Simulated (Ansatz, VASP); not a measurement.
## One calculation of CaO, two programs

```xyz
4
Lattice="4.0390 0.0000 0.0000 -2.0195 3.4978 0.0000 0.0000 0.0000 4.4744" Properties=species:S:1:pos:R:3 pbc="T T T"
Ca    0.0000    2.3319    3.3558
Ca    2.0195    1.1659    1.1186
O     0.0000    2.3319    1.1186
O     2.0195    1.1659    3.3558
```

Alike in both runs: task single point; functional PBE; k mesh 9 × 9 × 6; occupations gaussian, width 0.05 eV; no spin polarisation.

|  | VASP | Ansatz |
| --- | --- | --- |
| version | VASP 6.6.1 | Ansatz 0.2.0 |
| potentials or method | VASP PAW PBE potentials, release 64 (Ca_sv, O), cutoff 520 eV | scalar-relativistic, plane waves, PAW |
| valence electrons in the cell | 32 | 32 |

```csv
,VASP,Ansatz,Ansatz less VASP
gap on the k mesh at the Fermi level (eV),2.94,2.96,+0.023
least direct gap on the mesh (eV),2.94,2.96,+0.023
pressure (GPa),8.1,7.5,-0.63
"traceless stress, the component that is largest in VASP (GPa)",11.26,10.83,-0.436
```
